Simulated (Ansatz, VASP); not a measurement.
PbO2: VASP beside Ansatz

```
Pb O
1.0
     0.00000    2.70391    2.70391
     2.70391    0.00000    2.70391
     2.70391    2.70391    0.00000
Pb O
1 2
Direct
  0.00000 0.00000 0.00000
  0.25000 0.25000 0.25000
  0.75000 0.75000 0.75000
```

Alike in both runs: functional PBE; k mesh 14 × 14 × 14; occupations gaussian, width 0.1 eV; no spin polarisation.

Ansatz relaxed the structure, and its values are those at the end. VASP's run is a single point on that final structure, the one shown.

|  | VASP | Ansatz |
| --- | --- | --- |
| version | VASP 6.6.1 | Ansatz 0.2.0 |
| potentials or method | VASP PAW PBE potentials, release 64 (Pb_d, O), cutoff 520 eV | scalar-relativistic, plane waves, PAW |
| valence electrons in the cell | 26 | 26 |

|  | VASP | Ansatz | Ansatz less VASP |
| --- | --- | --- | --- |
| gap on the k mesh at the Fermi level (eV) | none | none | - |
| pressure (GPa) | 0.2 | 0.0 | -0.20 |

A gap of «none» marks a metal or a gap that the smearing closes.

Spin-orbit coupling is off throughout.
